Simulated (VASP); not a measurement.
A run of VASP 6.6.1 is set up as follows.

INCAR

```
SYSTEM = Gd
PREC     = Accurate       ! precision mode
ENCUT    = 520            ! plane-wave cutoff, eV
EDIFF    = 1E-6           ! SCF threshold, eV
ISMEAR   = -1             ! smearing method
SIGMA    = 0.2            ! smearing width, eV
LREAL    = .False.        ! projectors in reciprocal space
LASPH    = .True.         ! aspherical terms in the spheres
NELM     = 150            ! most SCF steps
ALGO     = Normal         ! electronic algorithm
ISIF     = 2              ! what is computed and relaxed
LWAVE    = .False.        ! write WAVECAR
LCHARG   = .True.         ! write CHGCAR
ISPIN    = 2              ! spin polarisation
MAGMOM   = 7.214 7.214    ! initial moments
LORBIT   = 11             ! projections on sites
LMAXMIX  = 6              ! l up to which the mixer works
GGA      = CA             ! functional
LELF     = .True.         ! ELF
LVHAR    = .True.       
NBANDS   = 29             ! bands
```

Contents of KPOINTS:

```
Automatic mesh
0
Gamma
  10 10 6
  0 0 0
```

File POSCAR:

```
Gd
1.0
    3.4841536640      0.0000000000      0.0000000000
   -1.7420768320      3.0173655837      0.0000000000
    0.0000000000      0.0000000000      5.5867162136
Gd
2
Direct
    0.3333333333      0.6666666667      0.2500000000
    0.6666666667      0.3333333333      0.7500000000
```

Potentials or basis: VASP PAW PBE potentials, release 64 (Gd).

Launch:

```console
$ cat potpaw_PBE.64/Gd/POTCAR > POTCAR
$ mpirun -np 1 vasp_std > vasp.out
```

Q: Predict the net moment.

A: 14.41 μB per cell.

Q: Estimate the pressure.

A: 0.9 GPa.

Q: What does it give for the site moments?

A: Gd +6.80 μB.

Stress tensor (GPa, compression positive):
```
0.96 0.00 0.00
0.00 0.96 0.00
0.00 0.00 0.82
```

Caveat: the PAW data sets were made with another functional, which shifts forces and pressure a little. The state reached can hang on the start; a lower one may exist.
